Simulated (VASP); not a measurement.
# Mg2Zn3O5 in VASP: single point with PBE

Aim: the single point of Mg2Zn3O5 with PBE.

All numbers are computed with VASP 6.6.1; they aren't measurements. Logs are shortened: lines on timing, memory, paths and dates and some standing lists are left out, and cuts for length are marked.

### Step 1. The cell of the first run

The typed cell holds 10 atoms: a = 3.045 Å, b = 3.045 Å, c = 12.498 Å, α = 83.00°, β = 82.99°, γ = 60.00°.

### Step 2. Single point, PBE

Input file INCAR:

```
SYSTEM = Mg2Zn3O5
ALGO = Normal
EDIFF = 1E-6
ENCUT = 520
GGA = PE
ISIF = 2
ISMEAR = 0
LASPH = .True.
LCHARG = .False.
LREAL = .False.
LWAVE = .False.
NBANDS = 46
NELM = 100
PREC = Accurate
SIGMA = 0.1
```

Input file KPOINTS:

```
k-points
0
Gamma
  6 6 6
  0 0 0
```

Input file POSCAR:

```
Mg2Zn3O5
1.0
   -1.5225454444      2.6369791218      0.0002552758
   -3.0453625538     -0.0001499866     -0.0000090434
   -1.5226126256      0.8801967130     12.3739897446
Mg Zn O
2 3 5
Direct
    0.1002468416      0.1002236169      0.6992945870
    0.8997491413      0.8997650813      0.3007056239
    0.7005085788      0.7004730635      0.8985683061
    0.5000044255      0.4999887806      0.4999988696
    0.2994880487      0.2995384255      0.1014324386
    0.4013330865      0.4014305044      0.7958154038
    0.7991862539      0.7990487874      0.6027076468
    0.2008044470      0.2009567443      0.3972902680
    0.5986592103      0.5985685190      0.2041874578
    0.0000199663      0.0000064770     -0.0000006015
```

Potentials or basis: VASP PAW PBE potentials, release 64 (Mg, Zn, O).

Launch:

```bash
$ cat potpaw_PBE.64/Mg/POTCAR potpaw_PBE.64/Zn/POTCAR potpaw_PBE.64/O/POTCAR > POTCAR
$ mpirun -np 1 vasp_std > vasp.out
```

OUTCAR:

```text
SYSTEM = Mg2Zn3O5
   EDIFF = 1E-6
   ENCUT = 520
   GGA = PE
   ISIF = 2
   ISMEAR = 0
   LASPH = .True.
   LREAL = .False.
   NELM = 100
   PREC = Accurate

 ion  position               nearest neighbor table
   1  0.100  0.100  0.699-   6 2.13   6 2.13   6 2.13   7 2.13   7 2.13   7 2.13   3 3.03   3 3.03
                             4 3.03   4 3.03   3 3.03   4 3.03
   2  0.900  0.900  0.301-   9 2.13   9 2.13   9 2.13   8 2.13   8 2.13   8 2.13   5 3.03   5 3.03
                             4 3.03   4 3.03   5 3.03   4 3.03
   3  0.701  0.700  0.899-  10 2.16  10 2.16  10 2.16   6 2.17   6 2.17   6 2.17   1 3.03   1 3.03
                             1 3.03
   4  0.500  0.500  0.500-   8 2.17   7 2.17   8 2.17   7 2.17   7 2.17   8 2.17   2 3.03   1 3.03
                             2 3.03   1 3.03   2 3.03   1 3.03
   5  0.299  0.300  0.101-  10 2.16  10 2.16  10 2.16   9 2.17   9 2.17   9 2.17   2 3.03   2 3.03
                             2 3.03
   6  0.401  0.401  0.796-   1 2.13   1 2.13   1 2.13   3 2.17   3 2.17   3 2.17
   7  0.799  0.799  0.603-   1 2.13   1 2.13   1 2.13   4 2.17   4 2.17   4 2.17
   8  0.201  0.201  0.397-   2 2.13   2 2.13   2 2.13   4 2.17   4 2.17   4 2.17
   9  0.599  0.599  0.204-   2 2.13   2 2.13   2 2.13   5 2.17   5 2.17   5 2.17
  10  0.000  0.000  1.000-   3 2.16   5 2.16   5 2.16   3 2.16   3 2.16   5 2.16

  LATTYP: Found a base centered monoclinic cell.
 ALAT       =    24.8105310208
 B/A-ratio  =     0.1227447552
 C/A-ratio  =     0.5037305879
 COS(beta)  =    -0.9776008110

  Lattice vectors:

 A1 = (  -1.5227499282,  -0.8803466996, -12.3739987880)
 A2 = (   1.5226126256,  -0.8801967130, -12.3739897446)
 A3 = (  -0.0000671812,  -1.7567824088,  12.3737344688)

Analysis of symmetry for initial positions (statically):
=====================================================================
 Subroutine PRICEL returns:
 Original cell was already a primitive cell.

 Routine SETGRP: Setting up the symmetry group for a
 base centered monoclinic supercell.

 Subroutine GETGRP returns: Found  1 space group operations
 (whereof  1 operations were pure point group operations)
 out of a pool of  4 trial point group operations.

The static configuration has the point symmetry C_1 .

Analysis of symmetry for dynamics (positions and initial velocities):
=====================================================================
 Subroutine PRICEL returns:
 Original cell was already a primitive cell.

 Routine SETGRP: Setting up the symmetry group for a
 base centered monoclinic supercell.

 Subroutine GETGRP returns: Found  1 space group operations
 (whereof  1 operations were pure point group operations)
 out of a pool of  4 trial point group operations.

The dynamic configuration has the point symmetry C_1 .

 Subroutine INISYM returns: Found  1 space group operations
 (whereof  1 operations are pure point group operations),
 and found     1 'primitive' translations

----------------------------------------------------------------------------------------

                                     Primitive cell

  volume of cell :      99.3722

  direct lattice vectors                    reciprocal lattice vectors
    -1.522545444  2.636979122  0.000255276    -0.000018596  0.379213686 -0.026976825
    -3.045362554 -0.000149987 -0.000009043    -0.328358711 -0.189585948 -0.026918577
    -1.522612626  0.880196713 12.373989745    -0.000000240 -0.000007962  0.080815215

  length of vectors
     3.044963643  3.045362558 12.498348597     0.380172026  0.380114304  0.080815216

  position of ions in fractional coordinates (direct lattice)
     0.100246842  0.100223617  0.699294587
     0.899749141  0.899765081  0.300705624
     0.700508579  0.700473063  0.898568306
     0.500004426  0.499988781  0.499998870
     0.299488049  0.299538426  0.101432439
     0.401333087  0.401430504  0.795815404
     0.799186254  0.799048787  0.602707647
     0.200804447  0.200956744  0.397290268
     0.598659210  0.598568519  0.204187458
     0.000019966  0.000006477  0.999999399

  ion indices of the primitive-cell ions
   primitive index   ion index
                 1           1
                 2           2
                 3           3
                 4           4
                 5           5
                 6           6
                 7           7
                 8           8
                 9           9
                10          10

----------------------------------------------------------------------------------------

 KPOINTS: k-points

Automatic generation of k-mesh.
 Grid dimensions read from file:
 generate k-points for:    6    6    6

 Generating k-lattice:

  Cartesian coordinates                     Fractional coordinates (reciprocal lattice)
    -0.000003099  0.063202281 -0.004496137     0.166666667 -0.000000000  0.000000000
    -0.054726452 -0.031597658 -0.004486429    -0.000000000  0.166666667 -0.000000000
    -0.000000040 -0.000001327  0.013469203     0.000000000 -0.000000000  0.166666667

  Length of vectors
     0.063362004  0.063352384  0.013469203

  Shift w.r.t. Gamma in fractional coordinates (k-lattice)
     0.000000000  0.000000000  0.000000000

 Subroutine IBZKPT returns following result:
 ===========================================

 Found    112 irreducible k-points:

 Following reciprocal coordinates:
            Coordinates               Weight
  0.000000  0.000000  0.000000      1.000000
  0.166667  0.000000  0.000000      2.000000
  0.333333  0.000000 -0.000000      2.000000
  0.500000  0.000000 -0.000000      1.000000
 -0.000000  0.166667 -0.000000      2.000000
  0.166667  0.166667 -0.000000      2.000000
[... 16 lines left out ...]
  0.333333  0.000000  0.166667      2.000000
  0.500000  0.000000  0.166667      2.000000
 [... further k-points ...]
   k-points           NKPTS =    112   k-points in BZ     NKDIM =    112   number of bands    NBANDS=     46
   number of dos      NEDOS =    301   number of ions     NIONS =     10
   total plane-waves  NPLWV =  55296
   dimension x,y,z NGX =    24 NGY =   24 NGZ =   96
   dimension x,y,z NGXF=    48 NGYF=   48 NGZF=  192
   ions per type =               2   3   5
   NGX,Y,Z   is equivalent  to a cutoff of  13.10, 13.10, 12.77 a.u.
   NGXF,Y,Z  is equivalent  to a cutoff of  26.21, 26.20, 25.54 a.u.
 SYSTEM =  Mg2Zn3O5
   PREC   = accura    normal or accurate (medium, high low for compatibility)
   ISTART =      0    job   : 0-new  1-cont  2-samecut
   ICHARG =      2    charge: 1-file 2-atom 10-const
   ISPIN  =      1    spin polarized calculation?
   LNONCOLLINEAR =      F non collinear calculations
   LSORBIT =      F    spin-orbit coupling
   LASPH  =      T    aspherical Exc in radial PAW
   ENCUT  =  520.0 eV  38.22 Ry    6.18 a.u.   5.66  5.66 23.24*2*pi/ulx,y,z
   NELM   =    100;   NELMIN=  2; NELMDL= -5     # of ELM steps
   EDIFF  = 0.1E-05   stopping-criterion for ELM
   LREAL  =      F    real-space projection
   EDIFFG = 0.1E-04   stopping-criterion for IOM
   NSW    =      0    number of steps for IOM
   IBRION =     -1    ionic relax: 0-MD 1-quasi-New 2-CG
   NFREE  =      0    steps in history (QN), initial steepest desc. (CG)
   ISIF   =      2    stress and relaxation
   ISYM   =      2    0-nonsym 1-usesym 2-fastsym
   POTIM  = 0.5000    time-step for ionic-motion
   TEBEG  =    0.0;   TEEND  =   0.0 temperature during run
   PSTRESS=    0.0 pullay stress
   NELECT =      70.0000    total number of electrons
   NUPDOWN=      -1.0000    fix difference up-down
   EMIN   =  10.00;   EMAX   =-10.00  energy-range for DOS
   EFERMI =   0.00;   METHOD = LEGACY
   ISMEAR =     0;   SIGMA  =   0.10  broadening in eV -4-tet -1-fermi 0-gaus
   EFERMI_NEDOS =   21; number of points for ismear=-14 and -15
   IALGO  =     38    algorithm
   IMIX   =      4    mixing-type and parameters
     AMIX     =   0.40;   BMIX     =  1.00
     AMIX_MAG =   1.60;   BMIX_MAG =  1.00
  volume/ion in A,a.u.               =       9.94        67.06
  Fermi-wavevector in a.u.,A,eV,Ry     =   1.456641  2.752652 28.868884  2.121803
  Thomas-Fermi vector in A             =   2.573536
   LORBIT       =      0    0 simple, 1 ext, 2 COOP (PROOUT), +10 PAW based schemes
   GGA     = PE    functional components
   LHFCALC =     F    Hartree Fock is set to
   AEXX    =    0.0000 exact exchange contribution
   IVDW    =     0    specifies the selected vdW correction
   LEPSILON=     F    determine dielectric tensor
   LRPA    =     F    only Hartree local field effects (RPA)
 non-spin polarized calculation
 Gauss-broadening in eV      SIGMA  =   0.10
  energy-cutoff  :      520.00
  volume of cell :       99.37
 maximum number of plane-waves:      2710
 NGX is ok and might be reduce to    24
   NGX = 11   NGY = 11   NGZ = 47

 number of electron      70.0000004 magnetization

 Free energy of the ion-electron system (eV)
  ---------------------------------------------------
  ext. energy  EPLUGINS =         0.00000000
  ---------------------------------------------------
  free energy    TOTEN  =       -49.74336533 eV

  energy without entropy =      -49.74336533  energy(sigma->0) =      -49.74336533

 E-fermi :   3.2347     XC(G=0): -11.6461

 val. band max:        2.7052594118   @ k =  -0.0000   0.0000   0.5000
 cond. band min:       4.6078831809   @ k =   0.0000   0.0000   0.0000
 fundamental gap:      1.9026237691
 Fermi energy:         3.2346942071

 k-point     1 :       0.0000    0.0000    0.0000
  band No.  band energies     occupation
      1     -15.2237      2.00000
      2     -14.8589      2.00000
      3     -14.7844      2.00000
      4     -14.1201      2.00000
      5     -14.0518      2.00000
      6      -3.6068      2.00000
[... 38 lines left out ...]
     45      16.2783      0.00000
     46      16.2826      0.00000
[... 1086 lines left out ...]
      6      -3.7658      2.00000
[... 38 lines left out ...]
     45      13.8190      0.00000
     46      13.9523      0.00000

 [... further k-points ...]

------------------------ aborting loop because EDIFF is reached ----------------------------------------

  FORCE on cell =-STRESS in cart. coord.  units (eV):
  Direction    XX          YY          ZZ          XY          YZ          ZX
  --------------------------------------------------------------------------------------
  -------------------------------------------------------------------------------------
  Total        0.1164330      0.1218866      0.1110095     -0.0060803     -0.0051836      0.0016989
  in kB        1.8772477      1.9651774      1.7898054     -0.0980328     -0.0835753      0.0273921
  external PRESSURE =       1.8774101 kB  Pullay stress =       0.0000000 kB

 VOLUME and BASIS-vectors are now :
 -----------------------------------------------------------------------------
  energy-cutoff  :      520.00
  volume of cell :       99.37
      direct lattice vectors                 reciprocal lattice vectors
    -1.522545444  2.636979122  0.000255276    -0.000018596  0.379213686 -0.026976825
    -3.045362554 -0.000149987 -0.000009043    -0.328358711 -0.189585948 -0.026918577
    -1.522612626  0.880196713 12.373989745    -0.000000240 -0.000007962  0.080815215

 POSITION                                       TOTAL-FORCE (eV/Angst)
 -----------------------------------------------------------------------------------
     -1.52260      0.87985      8.65309        -0.000097     -0.000051      0.000467
     -4.56788      2.63716      3.72115        -0.000085      0.000010     -0.000519
     -4.56792      2.63804     11.11905        -0.000378      0.000079     -0.008561
     -3.04523      1.75852      6.18710        -0.000067     -0.000060      0.000055
     -1.52263      0.87898      1.25520         0.000368      0.000035      0.008549
     -3.04527      1.75872      9.84751         0.000074      0.000265     -0.069367
     -4.56788      2.63782      7.45810        -0.000002     -0.000256      0.067519
     -1.52264      0.87918      4.91612         0.000158      0.000353     -0.067268
     -3.04524      1.75829      2.52676        -0.000052     -0.000249      0.068963
     -1.52266      0.88025     12.37398         0.000080     -0.000127      0.000163
 -----------------------------------------------------------------------------------
    total drift:                               -0.000009     -0.000011      0.000051

  FREE ENERGIE OF THE ION-ELECTRON SYSTEM (eV)
  ---------------------------------------------------
  free  energy   TOTEN  =       -49.7433653269 eV

  energy  without entropy=      -49.7433653269  energy(sigma->0) =      -49.74336533
```

Run time: 14 min. Hardware: 1 thread of AMD EPYC 7R43 (Zen 3), shared host; peak memory 0.49 GiB.

Results:

```yaml
Free_energy: -49.7434 eV
Pressure: 0.2 GPa
Largest_force: 0.069 eV/Å
Band_gap_on_the_k_mesh: 1.90 eV (least direct gap 1.92 eV)
```

Forces in eV/Å, atoms in the order of the input:
```
Mg   0.000  0.000  0.000
Mg   0.000  0.000 -0.001
Zn   0.000  0.000 -0.009
Zn   0.000  0.000  0.000
Zn   0.000  0.000  0.009
O    0.000  0.000 -0.069
O    0.000  0.000  0.068
O    0.000  0.000 -0.067
O    0.000  0.000  0.069
O    0.000  0.000  0.000
```

A k mesh can miss the band edges.
